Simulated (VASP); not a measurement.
Al5Cl2: single point with PBE

Crystal: Al5Cl2.

```
Al Cl
1.0
     5.54313    0.00000    0.00000
    -2.77157    4.80049    0.00000
     0.00000    0.00000    5.34461
Al Cl
5 2
Direct
  0.00000 0.00000 0.00000
  0.00000 0.00000 0.50000
  0.50000 0.00000 0.50000
  0.00000 0.50000 0.50000
  0.50000 0.50000 0.50000
  0.33333 0.66667 0.00000
  0.66667 0.33333 0.00000
```

The cell was built from a structure type or drawn by symmetry, and may not be a known phase.

```yaml
Program: VASP 6.6.1
Task: single point
Functional: PBE
Potentials_or_basis: VASP PAW PBE potentials, release 64 (Al, Cl)
Cutoff: 520 eV
k_mesh: 12 × 12 × 8
Occupations: gaussian, width 0.1 eV
Spin: no spin polarisation
Dipole_correction: no
Further_INCAR_settings: ALGO = Normal; EDIFF = 1e-06; NBANDS = 24
```

```yaml
Pressure: 0.0 GPa
Band_gap_on_the_k_mesh: zero (an odd number of electrons rules out a gap without spin polarisation)
```

Levels at points of the mesh, in eV from the Fermi level:
```tsv
k point	band 12	band 13	band 14	band 15	band 16	band 17	band 18	band 19
(0.00, 0.00, 0.00)	-2.16	-2.16	-1.42	-1.26	-1.26	-0.36	2.59	2.59
(0.50, 0.00, 0.00)	-3.08	-2.09	-1.59	0.97	1.38	1.70	1.76	2.26
(0.00, 0.00, 0.50)	-3.04	-2.28	-2.28	-1.95	-0.72	0.55	1.92	1.92
(0.50, 0.00, 0.50)	-2.93	-1.88	0.06	1.40	1.42	1.57	1.79	1.91
```

It took 110 s on 1 thread of AMD EPYC 9R45 96-Core Processor (Zen 5), with other jobs on the host, peak memory 0.38 GiB.

Caveat: an odd number of electrons without spin polarisation forces a metal; a magnetic or distorted state may lie lower.
